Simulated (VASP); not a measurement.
# BN (pbe) (F-43m) in VASP: a series of runs

The runs below take BN (pbe) through single point, relaxation of cell and atoms, with PBE.

All numbers are computed with VASP 6.6.1; they aren't measurements. Logs are shortened: lines on timing, memory, paths and dates and some standing lists are left out, and cuts for length are marked.

### 1 The cell of the first run

It takes space group F-43m (No. 216, cubic). Conventional cell: a = 3.616 Å, b = 3.616 Å, c = 3.616 Å, α = 90.00°, β = 90.00°, γ = 90.00°. Within 2.1 Å of B (site symmetry -43m) lie 4 N at 1.57 Å. Within 2.1 Å of N (site symmetry -43m) lie 4 B at 1.57 Å.

### 2 Single point, PBE

The input, INCAR:

```
SYSTEM = BN
PREC     = Accurate       ! precision mode
ENCUT    = 600            ! plane-wave cutoff, eV
EDIFF    = 1E-6           ! SCF threshold, eV
ISMEAR   = 0              ! smearing method
SIGMA    = 0.1            ! smearing width, eV
LREAL    = .False.        ! projectors in reciprocal space
LASPH    = .True.         ! aspherical terms in the spheres
NELM     = 120            ! most SCF steps
ALGO     = Normal         ! electronic algorithm
ISIF     = 2              ! what is computed and relaxed
LWAVE    = .False.        ! write WAVECAR
LCHARG   = .False.        ! write CHGCAR
GGA      = PE             ! functional
NBANDS   = 11             ! bands
GGA_COMPAT= .False.
```

The input, KPOINTS:

```
Automatic mesh
0
Gamma
  8 8 8
  0 0 0
```

The input, POSCAR:

```
BN
1.0
    0.0000000000      1.8080000000      1.8080000000
    1.8080000000      0.0000000000      1.8080000000
    1.8080000000      1.8080000000      0.0000000000
B N
1 1
Direct
    0.0000000000      0.0000000000      0.0000000000
    0.2500000000      0.2500000000      0.2500000000
```

Potentials or basis: VASP PAW PBE potentials, release 64 (B, N).

Started as:

```console
$ cat potpaw_PBE.64/B/POTCAR potpaw_PBE.64/N/POTCAR > POTCAR
$ mpirun -np 1 vasp_std > vasp.out
```

OUTCAR:

```text
SYSTEM = BN
   PREC = Accurate
   ENCUT = 600
   EDIFF = 1E-6
   ISMEAR = 0
   LREAL = .False.
   LASPH = .True.
   NELM = 120
   ISIF = 2
   GGA = PE

 ion  position               nearest neighbor table
   1  0.000  0.000  0.000-   2 1.57   2 1.57   2 1.57   2 1.57
   2  0.250  0.250  0.250-   1 1.57   1 1.57   1 1.57   1 1.57

  LATTYP: Found a face centered cubic cell.
 ALAT       =     3.6160000000

  Lattice vectors:

 A1 = (   0.0000000000,   1.8080000000,   1.8080000000)
 A2 = (   1.8080000000,   0.0000000000,   1.8080000000)
 A3 = (   1.8080000000,   1.8080000000,   0.0000000000)

Analysis of symmetry for initial positions (statically):
=====================================================================
 Subroutine PRICEL returns:
 Original cell was already a primitive cell.

 Routine SETGRP: Setting up the symmetry group for a
 face centered cubic supercell.

 Subroutine GETGRP returns: Found 24 space group operations
 (whereof 24 operations were pure point group operations)
 out of a pool of 48 trial point group operations.

The static configuration has the point symmetry T_d .

Analysis of symmetry for dynamics (positions and initial velocities):
=====================================================================
 Subroutine PRICEL returns:
 Original cell was already a primitive cell.

 Routine SETGRP: Setting up the symmetry group for a
 face centered cubic supercell.

 Subroutine GETGRP returns: Found 24 space group operations
 (whereof 24 operations were pure point group operations)
 out of a pool of 48 trial point group operations.

The dynamic configuration has the point symmetry T_d .

 Subroutine INISYM returns: Found 24 space group operations
 (whereof 24 operations are pure point group operations),
 and found     1 'primitive' translations

----------------------------------------------------------------------------------------

                                     Primitive cell

  volume of cell :      11.8202

  direct lattice vectors                    reciprocal lattice vectors
     0.000000000  1.808000000  1.808000000    -0.276548673  0.276548673  0.276548673
     1.808000000  0.000000000  1.808000000     0.276548673 -0.276548673  0.276548673
     1.808000000  1.808000000  0.000000000     0.276548673  0.276548673 -0.276548673

  length of vectors
     2.556898121  2.556898121  2.556898121     0.478996352  0.478996352  0.478996352

  position of ions in fractional coordinates (direct lattice)
     0.000000000  0.000000000  0.000000000
     0.250000000  0.250000000  0.250000000

  ion indices of the primitive-cell ions
   primitive index   ion index
                 1           1
                 2           2

----------------------------------------------------------------------------------------

 KPOINTS: Automatic mesh

Automatic generation of k-mesh.
 Grid dimensions read from file:
 generate k-points for:    8    8    8

 Generating k-lattice:

  Cartesian coordinates                     Fractional coordinates (reciprocal lattice)
    -0.034568584  0.034568584  0.034568584     0.125000000  0.000000000  0.000000000
     0.034568584 -0.034568584  0.034568584     0.000000000  0.125000000  0.000000000
     0.034568584  0.034568584 -0.034568584     0.000000000  0.000000000  0.125000000

  Length of vectors
     0.059874544  0.059874544  0.059874544

  Shift w.r.t. Gamma in fractional coordinates (k-lattice)
     0.000000000  0.000000000  0.000000000

 Subroutine IBZKPT returns following result:
 ===========================================

 Found     29 irreducible k-points:

 Following reciprocal coordinates:
            Coordinates               Weight
  0.000000  0.000000  0.000000      1.000000
  0.125000  0.000000  0.000000      8.000000
  0.250000  0.000000  0.000000      8.000000
  0.375000  0.000000  0.000000      8.000000
  0.500000  0.000000  0.000000      4.000000
  0.125000  0.125000  0.000000      6.000000
[... 16 lines left out ...]
  0.500000  0.250000  0.125000     48.000000
 -0.375000  0.250000  0.125000     24.000000
 [... further k-points ...]
   k-points           NKPTS =     29   k-points in BZ     NKDIM =     29   number of bands    NBANDS=     11
   number of dos      NEDOS =    301   number of ions     NIONS =      2
   total plane-waves  NPLWV =   8000
   dimension x,y,z NGX =    20 NGY =   20 NGZ =   20
   dimension x,y,z NGXF=    40 NGYF=   40 NGZF=   40
   ions per type =               1   1
   NGX,Y,Z   is equivalent  to a cutoff of  13.00, 13.00, 13.00 a.u.
   NGXF,Y,Z  is equivalent  to a cutoff of  26.01, 26.01, 26.01 a.u.
 SYSTEM =  BN
   PREC   = accura    normal or accurate (medium, high low for compatibility)
   ISTART =      0    job   : 0-new  1-cont  2-samecut
   ICHARG =      2    charge: 1-file 2-atom 10-const
   ISPIN  =      1    spin polarized calculation?
   LNONCOLLINEAR =      F non collinear calculations
   LSORBIT =      F    spin-orbit coupling
   LASPH  =      T    aspherical Exc in radial PAW
   ENCUT  =  600.0 eV  44.10 Ry    6.64 a.u.   5.11  5.11  5.11*2*pi/ulx,y,z
   NELM   =    120;   NELMIN=  2; NELMDL= -5     # of ELM steps
   EDIFF  = 0.1E-05   stopping-criterion for ELM
   LREAL  =      F    real-space projection
   EDIFFG = 0.1E-04   stopping-criterion for IOM
   NSW    =      0    number of steps for IOM
   IBRION =     -1    ionic relax: 0-MD 1-quasi-New 2-CG
   NFREE  =      0    steps in history (QN), initial steepest desc. (CG)
   ISIF   =      2    stress and relaxation
   ISYM   =      2    0-nonsym 1-usesym 2-fastsym
   POTIM  = 0.5000    time-step for ionic-motion
   TEBEG  =    0.0;   TEEND  =   0.0 temperature during run
   PSTRESS=    0.0 pullay stress
   NELECT =       8.0000    total number of electrons
   NUPDOWN=      -1.0000    fix difference up-down
   EMIN   =  10.00;   EMAX   =-10.00  energy-range for DOS
   EFERMI =   0.00;   METHOD = LEGACY
   ISMEAR =     0;   SIGMA  =   0.10  broadening in eV -4-tet -1-fermi 0-gaus
   EFERMI_NEDOS =   21; number of points for ismear=-14 and -15
   IALGO  =     38    algorithm
   IMIX   =      4    mixing-type and parameters
     AMIX     =   0.40;   BMIX     =  1.00
     AMIX_MAG =   1.60;   BMIX_MAG =  1.00
  volume/ion in A,a.u.               =       5.91        39.88
  Fermi-wavevector in a.u.,A,eV,Ry     =   1.437352  2.716201 28.109366  2.065980
  Thomas-Fermi vector in A             =   2.556439
   LORBIT       =      0    0 simple, 1 ext, 2 COOP (PROOUT), +10 PAW based schemes
   GGA     = PE    functional components
   LHFCALC =     F    Hartree Fock is set to
   AEXX    =    0.0000 exact exchange contribution
   IVDW    =     0    specifies the selected vdW correction
   LEPSILON=     F    determine dielectric tensor
   LRPA    =     F    only Hartree local field effects (RPA)
 non-spin polarized calculation
 Gauss-broadening in eV      SIGMA  =   0.10
  energy-cutoff  :      600.00
  volume of cell :       11.82
 maximum number of plane-waves:       411
   NGX = 11   NGY = 11   NGZ = 11

 number of electron       7.9999999 magnetization

 Free energy of the ion-electron system (eV)
  ---------------------------------------------------
  ext. energy  EPLUGINS =         0.00000000
  ---------------------------------------------------
  free energy    TOTEN  =       -17.45333214 eV

  energy without entropy =      -17.45333214  energy(sigma->0) =      -17.45333214

 E-fermi :   7.7915     XC(G=0): -12.8180

 val. band max:        7.3925289705   @ k =   0.0000   0.0000   0.0000
 cond. band min:      11.8509890662   @ k =   0.5000   0.5000   0.0000
 fundamental gap:      4.4584600957
 Fermi energy:         7.7914780092

 k-point     1 :       0.0000    0.0000    0.0000
  band No.  band energies     occupation
      1     -12.8289      2.00000
      2       7.3925      2.00000
      3       7.3925      2.00000
      4       7.3925      2.00000
      5      16.2082      0.00000
      6      16.2082      0.00000
      7      16.2082      0.00000
      8      17.7290      0.00000
      9      32.1292      0.00000
     10      35.1486      0.00000
     11      35.1486      0.00000

 k-point     2 :       0.1250    0.0000    0.0000
  band No.  band energies     occupation
      1     -12.4502      2.00000
      2       5.5180      2.00000
      3       7.0128      2.00000
      4       7.0128      2.00000
      5      16.5755      0.00000
      6      16.7785      0.00000
      7      16.7785      0.00000
      8      18.9123      0.00000
      9      31.6810      0.00000
     10      32.0346      0.00000
     11      32.0346      0.00000

 k-point     3 :       0.2500    0.0000    0.0000
  band No.  band energies     occupation
      1     -11.3513      2.00000
      2       1.9176      2.00000
      3       6.2657      2.00000
      4       6.2657      2.00000
      5      17.0306      0.00000
      6      17.7266      0.00000
      7      17.7266      0.00000
      8      20.9525      0.00000
      9      30.8314      0.00000
     10      30.9838      0.00000
     11      30.9838      0.00000

 k-point     4 :       0.3750    0.0000    0.0000
  band No.  band energies     occupation
      1      -9.7287      2.00000
      2      -1.5311      2.00000
      3       5.6703      2.00000
      4       5.6703      2.00000
      5      17.3922      0.00000
      6      18.0898      0.00000
      7      18.0898      0.00000
      8      22.2410      0.00000
      9      30.6316      0.00000
     10      32.5111      0.00000
     11      32.5111      0.00000
[... 239 lines left out ...]
 k-point    22 :       0.3750    0.2500    0.1250
  band No.  band energies     occupation
      1     -10.4150      2.00000
      2       1.6929      2.00000
      3       3.4568      2.00000
      4       5.3723      2.00000
      5      15.9572      0.00000
      6      19.2479      0.00000
      7      19.9901      0.00000
      8      20.7083      0.00000
      9      26.8673      0.00000
     10      33.0728      0.00000
     11      34.7167      0.00000

 k-point    23 :       0.5000    0.2500    0.1250
  band No.  band energies     occupation
      1      -8.8998      2.00000
      2      -0.8254      2.00000
      3       2.6431      2.00000
      4       4.4469      2.00000
      5      16.7779      0.00000
      6      18.7552      0.00000
      7      21.1176      0.00000
      8      22.0250      0.00000
      9      27.4792      0.00000
     10      32.5987      0.00000
     11      34.8778      0.00000

 k-point    24 :      -0.3750    0.2500    0.1250
  band No.  band energies     occupation
      1      -7.9144      2.00000
      2      -2.2963      2.00000
      3       2.5703      2.00000
      4       3.9453      2.00000
      5      16.9791      0.00000
      6      18.5625      0.00000
      7      21.7541      0.00000
      8      23.1549      0.00000
      9      26.8450      0.00000
     10      33.2192      0.00000
     11      34.8648      0.00000

 [... further k-points ...]
[... 5 lines left out ...]
  --------------------------------------------------------------------------------------
  -------------------------------------------------------------------------------------
  Total        0.1994309      0.1994309      0.1994309      0.0000000     -0.0000000      0.0000000
  in kB       27.0319734     27.0319734     27.0319734      0.0000000     -0.0000000      0.0000000
  external PRESSURE =      27.0319734 kB  Pullay stress =       0.0000000 kB

 VOLUME and BASIS-vectors are now :
 -----------------------------------------------------------------------------
  energy-cutoff  :      600.00
  volume of cell :       11.82
      direct lattice vectors                 reciprocal lattice vectors
     0.000000000  1.808000000  1.808000000    -0.276548673  0.276548673  0.276548673
     1.808000000  0.000000000  1.808000000     0.276548673 -0.276548673  0.276548673
     1.808000000  1.808000000  0.000000000     0.276548673  0.276548673 -0.276548673

 POSITION                                       TOTAL-FORCE (eV/Angst)
 -----------------------------------------------------------------------------------
      0.00000      0.00000      0.00000         0.000000      0.000000     -0.000000
      0.90400      0.90400      0.90400        -0.000000     -0.000000      0.000000
 -----------------------------------------------------------------------------------
    total drift:                                0.000000      0.000000      0.000000

  FREE ENERGIE OF THE ION-ELECTRON SYSTEM (eV)
  ---------------------------------------------------
  free  energy   TOTEN  =       -17.4533321426 eV

  energy  without entropy=      -17.4533321426  energy(sigma->0) =      -17.45333214
```

It took 3.9 s on 1 thread of Intel Xeon Platinum 8259CL at 2.50GHz (Skylake/Cascade Lake), shared host; peak memory 0.12 GiB.

Results:

```
Free energy            : -17.4533 eV
Pressure               : 2.7 GPa
Band gap on the k mesh : 4.46 eV, indirect (least direct gap 8.82 eV)
```

Levels at points of the mesh, in eV from the valence-band top:
| k point | band 2 | band 3 | band 4 | band 5 | band 6 | band 7 |
| --- | --- | --- | --- | --- | --- | --- |
| (0.00, 0.00, 0.00) | 0.00 | 0.00 | 0.00 | 8.82 | 8.82 | 8.82 |
| (0.50, 0.00, 0.00) | -10.68 | -1.94 | -1.94 | 10.13 | 10.70 | 10.70 |
| (0.50, 0.50, 0.00) | -8.91 | -4.90 | -4.90 | 4.46 | 9.23 | 17.91 |

### 3 Single point, PBE

This run uses another cell than the first one, of 5.95 Å³/atom, 1.007 times its volume.

The input, INCAR:

```
  PREC = Accurate
  ENCUT = 600
  EDIFF = 1E-6
  ISMEAR = 0
  SIGMA = 0.02
  LREAL = False
  LASPH = True
  NELM = 120
  ALGO = Normal
  ISIF = 2
  LWAVE = False
  LCHARG = False
  GGA = PE
  NBANDS = 11
  GGA_COMPAT = False
```

The input, KPOINTS:

```
regular mesh
0
Gamma
  10 10 10
```

The input, POSCAR:

```
BN
1.0
    0.0000000000      1.8120427555      1.8120427555
    1.8120427555      0.0000000000      1.8120427555
    1.8120427555      1.8120427555      0.0000000000
B N
1 1
Direct
    0.0000000000      0.0000000000      0.0000000000
    0.2500000000      0.2500000000      0.2500000000
```

Potentials or basis: VASP PAW PBE potentials, release 64 (B, N).

Started as:

```console
$ cat potpaw_PBE.64/B/POTCAR potpaw_PBE.64/N/POTCAR > POTCAR
$ mpirun -np 1 vasp_std > vasp.out
```

Wall time 5.5 s (1 thread of Intel Xeon Platinum 8259CL at 2.50GHz (Skylake/Cascade Lake), shared host); peak memory 0.12 GiB.

It converged, with:

- Free energy: -17.4546 eV
- Pressure: 0.2 GPa
- Band gap on the k mesh: 4.45 eV, indirect (least direct gap 8.78 eV)

Levels at points of the mesh, in eV from the valence-band top:
```
           k point  band 1  band 2  band 3  band 4  band 5  band 6  band 7  band 8  band 9
(0.00, 0.00, 0.00)  -20.15    0.00    0.00    0.00    8.78    8.78    8.78   10.23   24.61
(0.50, 0.00, 0.00)  -15.96  -10.62   -1.93   -1.93   10.05   10.66   10.66   15.18   23.35
(0.50, 0.50, 0.00)  -14.61   -8.87   -4.87   -4.87    4.45    9.19   17.80   17.80   20.66
```

### 4 Single point, PBE

This run uses another cell than the first one, of 5.95 Å³/atom, 1.007 times its volume.

The input, INCAR:

```
SYSTEM = BN
PREC = Accurate
ENCUT = 600
EDIFF = 1E-6
ISMEAR = 0
SIGMA = 0.01
LREAL = .FALSE.
LASPH = .TRUE.
NELM = 120
ALGO = Normal
ISIF = 2
LWAVE = .FALSE.
LCHARG = .TRUE.
GGA = PE
LELF = .TRUE.
LVHAR = .TRUE.
NBANDS = 11
GGA_COMPAT = .FALSE.
```

The input, KPOINTS:

```
Automatic mesh
0
G
  10 10 10
  0 0 0
```

POSCAR is that of step 3.

Started as:

```console
$ cat potpaw_PBE.64/B/POTCAR potpaw_PBE.64/N/POTCAR > POTCAR
$ mpirun -np 1 vasp_std > vasp.out
```

It took 6 s on 1 thread of Intel Xeon Platinum 8259CL at 2.50GHz (Skylake/Cascade Lake), shared host; peak memory 0.12 GiB.

It converged, with:

| Property | Result |
| --- | --- |
| Free energy | -17.4546 eV |
| Pressure | 0.2 GPa |
| Band gap on the k mesh | 4.45 eV, indirect (least direct gap 8.78 eV) |

Levels at points of the mesh, in eV from the valence-band top:
| k point | band 1 | band 2 | band 3 | band 4 | band 5 | band 6 | band 7 | band 8 | band 9 |
| --- | --- | --- | --- | --- | --- | --- | --- | --- | --- |
| (0.00, 0.00, 0.00) | -20.15 | 0.00 | 0.00 | 0.00 | 8.78 | 8.78 | 8.78 | 10.23 | 24.61 |
| (0.50, 0.00, 0.00) | -15.96 | -10.62 | -1.93 | -1.93 | 10.05 | 10.66 | 10.66 | 15.18 | 23.35 |
| (0.50, 0.50, 0.00) | -14.61 | -8.87 | -4.87 | -4.87 | 4.45 | 9.19 | 17.80 | 17.80 | 20.66 |

A k mesh can miss the band edges. A hybrid or GW would open this gap; PBE tends to underestimate it.

### 5 Relaxation of cell and atoms, PBE

The input, INCAR:

```
SYSTEM = BN
  PREC = Accurate
  ENCUT = 600
  EDIFF = 1E-7
  ISMEAR = 0
  SIGMA = 0.02
  LREAL = .FALSE.
  LASPH = .TRUE.
  NELM = 120
  ALGO = Normal
  ISIF = 3
  LWAVE = .FALSE.
  LCHARG = .FALSE.
  GGA = PE
  IBRION = 2
  NSW = 100
  EDIFFG = -0.002
  GGA_COMPAT = .FALSE.
  NELMIN = 4
```

KPOINTS is that of step 4.

The input, POSCAR:

```
BN
1.0
    0.0000000000      1.8080000000      1.8080000000
    1.8080000000      0.0000000000      1.8080000000
    1.8080000000      1.8080000000      0.0000000000
B N
1 1
Direct
    0.0000000000      0.0000000000      0.0000000000
    0.2500000000      0.2500000000      0.2500000000
```

Started as:

```console
$ cat potpaw_PBE.64/B/POTCAR potpaw_PBE.64/N/POTCAR > POTCAR
$ mpirun -np 1 vasp_std > vasp.out
```

Wall time 9.8 s (1 thread of Intel Xeon Platinum 8259CL at 2.50GHz (Skylake/Cascade Lake), shared host); peak memory 0.11 GiB.

It converged, with:

* Free energy: -17.4543 eV
* Relaxed volume: 5.95 Å³/atom
* Relaxed cell: a = 2.563 Å, b = 2.563 Å, c = 2.563 Å, α = 60.00°, β = 60.00°, γ = 60.00°
* Space group after relaxing (to 0.05 Å): F-43m (No. 216)
* Energy gained by relaxing: 0.4 meV/atom
* Ionic steps: 3
* Pressure after relaxing: 0.0 GPa
* Band gap on the k mesh: 4.45 eV, indirect (least direct gap 8.78 eV)

The path:
```
step  energy change (eV)  largest force (eV/Å)  pressure (GPa)  volume (Å³)
   1              0.0000                0.0000            2.69        11.82
   2              0.0000                0.0000           -2.66        11.99
   3             -0.0007                0.0000            0.01        11.90
```

Final structure:
```yaml
crystal:
  lattice:
    - [0.00000, 1.81228, 1.81228]
    - [1.81228, 0.00000, 1.81228]
    - [1.81228, 1.81228, 0.00000]
  atoms:
    - { symbol: B, position: [0.00000, 0.00000, 0.00000] }
    - { symbol: N, position: [0.25000, 0.25000, 0.25000] }
```

Levels at points of the mesh, in eV from the valence-band top:
```csv
k point,band 1,band 2,band 3,band 4,band 5,band 6,band 7,band 8
"(0.00, 0.00, 0.00)",-20.14,0.00,0.00,0.00,8.78,8.78,8.78,10.22
"(0.50, 0.00, 0.00)",-15.96,-10.62,-1.93,-1.93,10.04,10.66,10.66,15.18
"(0.50, 0.50, 0.00)",-14.61,-8.86,-4.86,-4.86,4.45,9.19,17.80,17.80
```

### 6 The runs side by side

```tsv
task	cell	k mesh	smearing	gap on the mesh (eV)	pressure (GPa)
single point	a = 2.557 Å, angles 60.0°, 2 atoms	8 × 8 × 8	gaussian 0.1 eV	4.46	2.7
single point	a = 2.563 Å, angles 60.0°, 2 atoms	10 × 10 × 10	gaussian 0.02 eV	4.45	0.2
single point	a = 2.563 Å, angles 60.0°, 2 atoms	10 × 10 × 10	gaussian 0.01 eV	4.45	0.2
relaxation of cell and atoms	relaxed from a = 2.557 Å, angles 60.0°, 2 atoms	10 × 10 × 10	gaussian 0.02 eV	4.45	0.0
```

Alike in all rows: level PBE; potentials or basis VASP PAW PBE potentials, release 64 (B, N); no spin polarisation; cutoff (eV) 600.

Absolute energies hang on the potentials; compare differences alone.
